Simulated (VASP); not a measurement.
NaCdIn, 3 atoms in the cell. Symmetry: P-6m2, No. 187, hexagonal system. Conventional cell: a = 5.019 Å, b = 5.019 Å, c = 3.248 Å, α = 90.00°, β = 90.00°, γ = 120.00°. Na (site symmetry -6m2) has 2 Na at 3.25 Å and 6 Cd at 3.32 Å and 6 In at 3.32 Å within 4.3 Å. Cd (site symmetry -6m2) has 3 In at 2.90 Å and 2 Cd at 3.25 Å and 6 Na at 3.32 Å within 3.8 Å. In (site symmetry -6m2) has 3 Cd at 2.90 Å and 2 In at 3.25 Å and 6 Na at 3.32 Å within 3.8 Å. 

| Property | Result |
| --- | --- |
| Program | VASP 6.6.1 |
| Task | single point |
| Functional | PBE |
| Potentials or basis | VASP PAW PBE potentials, release 64 (Na_pv, Cd, In_d) |
| Cutoff | 520 eV |
| k mesh | 12 × 12 × 14 |
| Occupations | gaussian, width 0.1 eV |
| Spin | no spin polarisation |
| Dipole correction | no |
| Further INCAR settings | ALGO = Fast; EDIFF = 1e-06; NBANDS = 23 |

Potentials or basis: VASP PAW PBE potentials, release 64 (Na_pv, Cd, In_d).

Run with:

```sh
$ cat potpaw_PBE.64/Na_pv/POTCAR potpaw_PBE.64/Cd/POTCAR potpaw_PBE.64/In_d/POTCAR > POTCAR
$ mpirun -np 1 vasp_std > vasp.out
```

Hardware: 1 thread of Oxide Virtual Turin-like Processor, with other jobs on the host.

Question: Estimate the wall time of this run.

Answer: It took 4.1 min on 1 thread of Oxide Virtual Turin-like Processor, with other jobs on the host, peak memory 0.35 GiB. Counts: scf iterations 14, k points 152.
